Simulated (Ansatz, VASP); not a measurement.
**Two plane-wave programs on WS2**

File INCAR:

```
SYSTEM = WS2
  PREC = Accurate
  ENCUT = 520
  EDIFF = 1E-6
  ISMEAR = 0
  SIGMA = 0.01
  LREAL = .FALSE.
  LASPH = .TRUE.
  NELM = 80
  ALGO = Normal
  ISIF = 2
  LWAVE = .FALSE.
  LCHARG = .FALSE.
  GGA = PE
  NBANDS = 35
```

File KPOINTS:

```
regular mesh
0
G
  12 12 2
  0 0 0
```

File POSCAR:

```
WS2
1.0
    3.1877751722      0.0000000000      0.0000000000
   -1.5938875861      2.7606942807      0.0000000000
    0.0000000000      0.0000000000     14.8712805030
W S
2 4
Direct
    0.3333333333      0.6666666667      0.2500000000
    0.6666666667      0.3333333333      0.7500000000
    0.3333333333      0.6666666667      0.6443541218
    0.6666666667      0.3333333333      0.1443541218
    0.3333333333      0.6666666667      0.8556458782
    0.6666666667      0.3333333333      0.3556458782
```

Input for Ansatz:

```yaml
crystal:
  lattice:
    - [3.1877751688, 0.0, 0.0]
    - [-1.5938875844, 2.7606942778, 0.0]
    - [0.0, 0.0, 14.8712780525]
  atoms:
    - { symbol: W, position: [0.3333333333, 0.6666666667, 0.25] }
    - { symbol: W, position: [0.6666666667, 0.3333333333, 0.75] }
    - { symbol: S, position: [0.3333333333, 0.6666666667, 0.6443541037] }
    - { symbol: S, position: [0.6666666667, 0.3333333333, 0.1443541037] }
    - { symbol: S, position: [0.3333333333, 0.6666666667, 0.8556458963] }
    - { symbol: S, position: [0.6666666667, 0.3333333333, 0.3556458963] }
basis:
  ecutwfc: 420
  xc_grid: 2
kpoints:
  mp_grid: { grid: [12, 12, 2] }
  band_path: { path: [VBM, CBM], npoints: 2 }
hamiltonian:
  xc: pbe
scf:
  occupations: { method: gaussian, width: 0.01 }
output:
  forces: true
  stress: true
  eigenvalues: true
```

Alike in both runs: task single point; functional PBE; k mesh 12 × 12 × 2; occupations gaussian, width 0.01 eV; no spin polarisation.

```csv
,VASP,Ansatz
version,VASP 6.6.1,Ansatz 0.2.0
potentials or method,"VASP PAW PBE potentials, release 64 (W_sv, S), cutoff 520 eV","scalar-relativistic, plane waves, PAW"
valence electrons in the cell,52,52
```

|  | VASP | Ansatz | Ansatz less VASP |
| --- | --- | --- | --- |
| gap on the k mesh at the Fermi level (eV) | 1.64 | 1.63 | -0.014 |
| least direct gap on the mesh (eV) | 1.80 | 1.80 | -0.003 |
| pressure (GPa) | 0.0 | 0.0 | +0.04 |

Spin-orbit coupling is off throughout.
